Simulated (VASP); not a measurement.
Cu: single point with LDA

Cu:

```
Cu
1.0
    -1.40955    1.40955    1.37460
     1.40955   -1.40955    1.37460
     1.40955    1.40955   -1.37460
Cu
1
Direct
  0.00000 0.00000 0.00000
```

```json
{"Program": "VASP 6.6.1", "Task": "single point", "Functional": "LDA", "Potentials or basis": "VASP PAW LDA potentials, release 64 (Cu)", "Cutoff": "520 eV", "k mesh": "22 × 22 × 22", "Occupations": "gaussian, width 0.15 eV", "Spin": "no spin polarisation"}
```

* Pressure: 0.9 GPa

Stress tensor (GPa, compression positive):
```
1.01 0.00 0.00
0.00 1.01 0.00
0.00 0.00 0.62
```

Levels at points of the mesh, in eV from the Fermi level:
| k point | band 2 | band 3 | band 4 | band 5 | band 6 | band 7 | band 8 | band 9 | band 10 | band 11 |
| --- | --- | --- | --- | --- | --- | --- | --- | --- | --- | --- |
| (0.00, 0.00, 0.00) | -3.49 | -3.38 | -3.38 | -2.33 | -2.21 | 25.65 | 25.65 | 26.28 | 29.91 | 29.91 |
| (0.50, 0.00, 0.00) | -4.27 | -2.29 | -2.11 | -1.44 | -0.71 | 4.85 | 17.93 | 18.13 | 22.16 | 25.45 |
| (0.50, 0.50, 0.00) | -4.13 | -2.40 | -2.17 | -1.46 | -0.91 | 4.56 | 18.60 | 18.91 | 22.78 | 26.03 |
| (0.50, 0.50, 0.50) | -5.12 | -1.65 | -1.65 | -1.62 | 8.16 | 8.16 | 9.15 | 14.05 | 14.48 | 17.30 |

It took 42 s on 1 thread of Intel(R) Xeon(R) 6975P-C (Granite Rapids), with other jobs on the host, peak memory 0.2 GiB.
